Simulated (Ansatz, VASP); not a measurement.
# One calculation of BaO, two programs

```
CELL_PARAMETERS angstrom
3.90919 0.00000 0.00000
1.95459 3.38545 0.00000
1.95459 1.12848 3.19184
ATOMIC_POSITIONS crystal
Ba 0.00000 0.00000 0.00000
O 0.50000 0.50000 0.50000
```

Alike in both runs: functional PBE; dispersion D3(BJ); k mesh 8 × 8 × 8; no spin polarisation.

Ansatz relaxed the structure, and its values are those at the end. VASP's run is a single point on that final structure, the one shown.

```csv
,VASP,Ansatz
version,VASP 6.6.1,Ansatz 0.2.0
potentials or method,"VASP PAW PBE potentials, release 64 (Ba_sv, O)","plane waves, PAW"
plane-wave cutoff (eV),600,420
occupations,"gaussian, width 0.01 eV",fixed
valence electrons in the cell,16,16
```

```tsv
	VASP	Ansatz	Ansatz less VASP
pressure (GPa)	1.7	0.0	-1.68
```

Spin-orbit coupling is off throughout.
